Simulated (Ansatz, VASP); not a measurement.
# Sc in VASP and in Ansatz

```xyz
2
Lattice="3.2089 0.0000 0.0000 -1.6044 2.7790 0.0000 0.0000 0.0000 5.3003" Properties=species:S:1:pos:R:3 pbc="T T T"
Sc    0.0000    1.8527    1.3251
Sc    1.6045    0.9263    3.9752
```

Alike in both runs: task single point; functional PBE; k mesh 15 × 15 × 10; occupations gaussian, width 0.15 eV; no spin polarisation.

|  | VASP | Ansatz |
| --- | --- | --- |
| version | VASP 6.6.1 | Ansatz 0.2.0 |
| potentials or method | VASP PAW PBE potentials, release 64 (Sc_sv), cutoff 520 eV | scalar-relativistic, plane waves, PAW |
| valence electrons in the cell | 22 | 22 |

```tsv
	VASP	Ansatz	Ansatz less VASP
gap on the k mesh at the Fermi level (eV)	none	none	-
pressure (GPa)	2.7	2.7	-0.04
traceless stress, the component that is largest in VASP (GPa)	-3.09	-3.08	+0.001
```

A gap of «none» marks a metal or a gap that the smearing closes.
